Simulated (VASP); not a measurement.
Write the native input for VASP 6.6.1 that does the following.

| Item | Value |
| --- | --- |
| Task | single point |
| Functional | PBE |
| Potentials or basis | VASP PAW PBE potentials, release 64 (Sn_d, Se) |
| Cutoff | 520 eV |
| k mesh | 6 × 6 × 6 |
| Occupations | fermi-dirac, width 0.05 eV |
| Spin | no spin polarisation |
| Dipole correction | no |
| Further INCAR settings | ALGO = Normal; EDIFF = 1e-06; NBANDS = 32 |

The structure of Sn3Se lies in POSCAR:

```
Sn3Se
1.0
    0.0000000000      3.7578614887      3.7578614887
    3.7578614887      0.0000000000      3.7578614887
    3.7578614887      3.7578614887      0.0000000000
Sn Se
3 1
Direct
    0.5000000000      0.5000000000      0.5000000000
    0.7500000000      0.7500000000      0.7500000000
    0.2500000000      0.2500000000      0.2500000000
    0.0000000000      0.0000000000      0.0000000000
```

One way to write it, as run:

INCAR

```
PREC = Accurate
ENCUT = 520
EDIFF = 1E-6
ISMEAR = -1
SIGMA = 0.05
LREAL = F
LASPH = T
NELM = 80
ALGO = Normal
ISIF = 2
LWAVE = F
LCHARG = T
GGA = PE
LELF = T
LVHAR = T
NBANDS = 32
```

KPOINTS

```
Automatic mesh
0
Gamma
  6 6 6
```

Potentials or basis: VASP PAW PBE potentials, release 64 (Sn_d, Se).

Launch:

```sh
$ cat potpaw_PBE.64/Sn_d/POTCAR potpaw_PBE.64/Se/POTCAR > POTCAR
$ mpirun -np 1 vasp_std > vasp.out
```

Results of the run:

| Property | Result |
| --- | --- |
| Pressure | -1.1 GPa |
| Band gap on the k mesh | zero (band 24 reaches 7.60 eV, above the bottom of band 25 at 5.75 eV) |

Caveat: spin-orbit coupling is left out, which moves the levels of the heavy elements.

Wall time 27 s on 1 thread of Intel(R) Xeon(R) 6975P-C (Granite Rapids), with other jobs on the host, peak memory 0.24 GiB.
